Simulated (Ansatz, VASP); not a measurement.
## Pt in VASP and in Ansatz

```xyz
12
Lattice="5.5557 0.0000 0.0000 -2.7779 4.8114 0.0000 0.0000 0.0000 22.5362" Properties=species:S:1:pos:R:3 pbc="T T T"
Pt    1.3889    0.8019    8.0000
Pt    0.0000    3.2076    8.0000
Pt    4.1668    0.8019    8.0000
Pt    2.7779    3.2076    8.0000
Pt    2.7714    1.6007   10.3024
Pt    1.3841    4.0038   10.3023
Pt   -0.0022    1.6014   10.3038
Pt   -1.3924    4.0062   10.3012
Pt   -1.3969    2.4000   12.5983
Pt   -0.0066   -0.0076   12.5992
Pt    1.3858    2.4012   12.6233
Pt    2.7714   -0.0061   12.6069
```

Alike in both runs: task single point; functional PBE; dispersion D3(BJ); k mesh 4 × 4 × 1; occupations gaussian, width 0.1 eV; no spin polarisation.

```csv
,VASP,Ansatz
version,VASP 6.6.1,Ansatz 0.2.0
potentials or method,"VASP PAW PBE potentials, release 64 (Pt), cutoff 400 eV","scalar-relativistic, plane waves, PAW"
valence electrons in the cell,120,216
```

Ansatz gave:

- gap on the k mesh at the Fermi level (eV): none
- rms of the force components (eV/Å): 0.018

Which values does VASP return?

gap on the k mesh at the Fermi level (eV): none; rms of the force components (eV/Å): 0.023.

Atom by atom the forces differ by 0.013 eV/Å (rms over components). A gap of «none» marks a metal or a gap that the smearing closes. VASP's potentials hold 120 valence electrons a cell and Ansatz's 216, so a difference there can come from the potentials and not from the codes.

Spin-orbit coupling is off throughout.
